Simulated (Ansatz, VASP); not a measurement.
SrO: VASP beside Ansatz

```
Sr O
1.0
     3.34981    0.00000    0.00000
    -1.67491    2.90102    0.00000
     0.00000    0.00000    4.04481
Sr O
1 1
Direct
  0.00000 0.00000 0.69975
  0.33333 0.66667 0.44402
```

Alike in both runs: task single point; functional PBE; k mesh 6 × 6 × 4; occupations gaussian, width 0.1 eV; no spin polarisation.

```csv
,VASP,Ansatz
version,VASP 6.6.1,Ansatz 0.2.0
potentials or method,"VASP PAW PBE potentials, release 64 (Sr_sv, O), cutoff 600 eV","scalar-relativistic, plane waves, PAW"
valence electrons in the cell,16,16
```

```csv
,VASP,Ansatz,Ansatz less VASP
gap on the k mesh at the Fermi level (eV),2.62,2.62,-0.007
least direct gap on the mesh (eV),3.42,3.40,-0.016
pressure (GPa),15.4,14.3,-1.03
"traceless stress, the component that is largest in VASP (GPa)",-20.72,-20.28,+0.439
rms of the force components (eV/Å),0.903,0.806,-0.0971
```

Atom by atom the forces differ by 0.097 eV/Å (rms over components). With one functional, cell and mesh, what is left measures potentials, basis and numerics.
